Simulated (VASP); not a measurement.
**NiO: single point with r2SCAN**

The system is NiO.

```
Ni O
1.0
     0.00000    2.09421    2.09421
     2.09421    0.00000    2.09421
     2.09421    2.09421    0.00000
Ni O
1 1
Direct
  0.00000 0.00000 0.00000
  0.50000 0.50000 0.50000
```

```json
{
 "Program": "VASP 6.6.1",
 "Task": "single point",
 "Functional": "r2SCAN",
 "Potentials or basis": "VASP PAW PBE potentials, release 64 (Ni, O)",
 "Cutoff": "520 eV",
 "k mesh": "12 × 12 × 12",
 "Occupations": "gaussian, width 0.02 eV",
 "Spin": "collinear spin, ferromagnetic start",
 "Starting moments": "[1.84, 0.31] μB",
 "Dipole correction": "no",
 "Further INCAR settings": "ALGO = Normal; EDIFF = 1e-06; NBANDS = 19"
}
```

| Property | Result |
| --- | --- |
| Pressure | 0.1 GPa |
| Band gap on the k mesh | 0.74 eV, indirect (least direct gap 1.75 eV) |
| Net moment | 2.00 μB per cell |
| Site moments | Ni +1.69; O +0.28 μB |
| Valence electrons inside the program's atomic spheres | Ni 8.91; O 5.04 |

Levels at points of the mesh, in eV from the valence-band top:
Spin up:
```tsv
k point	band 5	band 6	band 7	band 8	band 9	band 10	band 11	band 12	band 13	band 14
(0.00, 0.00, 0.00)	-3.07	-3.07	-2.75	-2.75	-2.75	2.16	18.80	19.62	19.62	19.62
(0.50, 0.00, 0.00)	-2.49	-2.49	-1.82	0.00	0.00	6.35	10.87	14.85	14.85	22.08
(0.50, 0.50, 0.00)	-3.84	-3.67	-3.12	-2.17	-2.17	6.77	11.60	12.75	17.69	17.69
```
Spin down:
```csv
k point,band 5,band 6,band 7,band 8,band 9,band 10
"(0.00, 0.00, 0.00)",-2.07,-2.07,-2.07,0.74,0.74,2.71
"(0.50, 0.00, 0.00)",-1.25,-1.25,-0.88,3.49,3.49,6.65
"(0.50, 0.50, 0.00)",-3.05,-1.20,-1.20,1.20,1.74,7.41
```

Run time: 110 s on 1 thread of Intel(R) Xeon(R) Platinum 8488C (Sapphire Rapids), with other jobs on the host, peak memory 0.18 GiB.

Caveat: the PAW data sets were made with another functional, which shifts forces and pressure a little; a cell with one magnetic atom can't hold antiferromagnetic order, which such compounds often take. r2SCAN opens gaps a little over a GGA but as a rule still falls short of measured ones.
